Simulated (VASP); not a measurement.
A run of VASP 6.6.1 is set up as follows.

Contents of INCAR:

```
SYSTEM = AlSi23HO48
ALGO     = Normal         ! electronic algorithm
EDIFF    = 1E-6           ! SCF threshold, eV
ENCUT    = 520            ! plane-wave cutoff, eV
GGA      = PE             ! functional
ISIF     = 2              ! what is computed and relaxed
ISMEAR   = 0              ! smearing method
IVDW     = 12             ! dispersion correction
LASPH    = .TRUE.         ! aspherical terms in the spheres
LCHARG   = .FALSE.        ! write CHGCAR
LREAL    = Auto         
LWAVE    = .FALSE.        ! write WAVECAR
NBANDS   = 234            ! bands
NELM     = 100            ! most SCF steps
PREC     = Accurate       ! precision mode
SIGMA    = 0.02           ! smearing width, eV
```

KPOINTS

```
k-points
0
G
  1 1 1
  0 0 0
```

File POSCAR:

```
AlSi23HO48
1.0
    9.8316000000      0.0000000000      0.0000000000
   -4.9158000000      8.5144150000      0.0000000000
    0.0000000000      0.0000000000     10.8182000000
Si O Al H
23 48 1 1
Direct
    0.2707910000      0.0001523800      0.1602280000
    0.0031078000      0.2738780000      0.3372560000
    0.2257670000      0.2327160000      0.0010558000
    0.2662600000      0.9963501000      0.6615830000
    0.9973292000      0.2695350000      0.8371510000
    0.2324570000      0.2240680000      0.4965950000
    0.2683800000      0.5020170000      0.1688810000
    0.0046040000      0.7704050000      0.3332450000
    0.2307490000      0.7280770000      0.9952677000
    0.9983032000      0.7660620000      0.8316270000
    0.2377440000      0.7355440000      0.4972600000
    0.7690230000      0.0099828000      0.1657910000
    0.4987680000      0.2630270000      0.3282030000
    0.7271050000      0.2349560000      0.9983316000
    0.7699370000      0.0028498000      0.6656050000
    0.4897170000      0.2690740000      0.8299280000
    0.7308480000      0.2336040000      0.5005640000
    0.7687620000      0.5019070000      0.1691910000
    0.5008740000      0.7728650000      0.3307920000
    0.7444360000      0.7446600000      0.0064547000
    0.7574780000      0.5006330000      0.6641390000
    0.5087570000      0.7701700000      0.8400500000
    0.7367760000      0.7400850000      0.4952760000
    0.0669990000      0.2014560000      0.4423840000
    0.2933680000      0.3635730000      0.1109120000
    0.1424440000      0.4380810000      0.2816240000
    0.2047280000      0.0687820000      0.0535790000
    0.3563660000      0.2834140000      0.3811320000
    0.4374350000      0.1364230000      0.2151890000
    0.0572690000      0.2009390000      0.9500830000
    0.3010870000      0.3461210000      0.6088230000
    0.1344440000      0.4335340000      0.7872490000
    0.2007330000      0.0538050000      0.5466670000
    0.3529940000      0.2961840000      0.8878520000
    0.4270900000      0.1377590000      0.7214780000
    0.0715580000      0.7136130000      0.4468100000
    0.3013150000      0.8671760000      0.0981760000
    0.1415890000      0.9302960000      0.2706040000
    0.2028910000      0.5674830000      0.0590350000
    0.3642020000      0.8036030000      0.3831170000
    0.4353540000      0.6407000000      0.2216290000
    0.0661520000      0.7023680000      0.9406990000
    0.3041460000      0.8641220000      0.6100360000
    0.1352720000      0.9272650000      0.7715610000
    0.2152660000      0.5737100000      0.5473820000
    0.3559620000      0.7787600000      0.8802220000
    0.4552200000      0.6206830000      0.7368980000
    0.5674600000      0.2010270000      0.4380930000
    0.7921120000      0.3639660000      0.1091680000
    0.6354010000      0.4319020000      0.2765330000
    0.6982380000      0.0688910000      0.0545700000
    0.8699110000      0.3055760000      0.3976290000
    0.9302700000      0.1514330000      0.2220930000
    0.5657320000      0.2155110000      0.9399210000
    0.7780370000      0.3568910000      0.6150950000
    0.6163690000      0.4405850000      0.7689160000
    0.7068080000      0.0694810000      0.5556000000
    0.8542380000      0.2926750000      0.8876010000
    0.9311320000      0.1375530000      0.7265500000
    0.5713950000      0.7143480000      0.4420600000
    0.8084990000      0.8785630000      0.1125620000
    0.6388960000      0.9375190000      0.2749870000
    0.7126420000      0.5782480000      0.0609500000
    0.8670440000      0.8013900000      0.3856450000
    0.9344440000      0.6342550000      0.2273320000
    0.5771530000      0.7178900000      0.9544130000
    0.7978400000      0.8654860000      0.6093110000
    0.6340290000      0.9297530000      0.7728060000
    0.7053340000      0.5729530000      0.5507980000
    0.8663110000      0.8003780000      0.8909460000
    0.9205510000      0.6317050000      0.7255820000
    0.2600150000      0.4856160000      0.6635380000
    0.5066799800      0.5673115300      0.7475243300
```

Potentials or basis: VASP PAW PBE potentials, release 64 (Si, O, Al, H).

Run with:

```sh
$ cat potpaw_PBE.64/Si/POTCAR potpaw_PBE.64/O/POTCAR potpaw_PBE.64/Al/POTCAR potpaw_PBE.64/H/POTCAR > POTCAR
$ mpirun -np 1 vasp_gam > vasp.out
```

Task: Estimate the band gap on the k mesh.

Result: 5.41 eV.

Task: What does it give for the dispersion energy per atom?

Result: -0.142 eV.

Stress tensor (GPa, compression positive):
```
 1.02 -0.28  0.03
-0.28  1.14 -0.17
 0.03 -0.17  1.02
```

Caveat: the k points lie up to 0.74 Å⁻¹ apart.
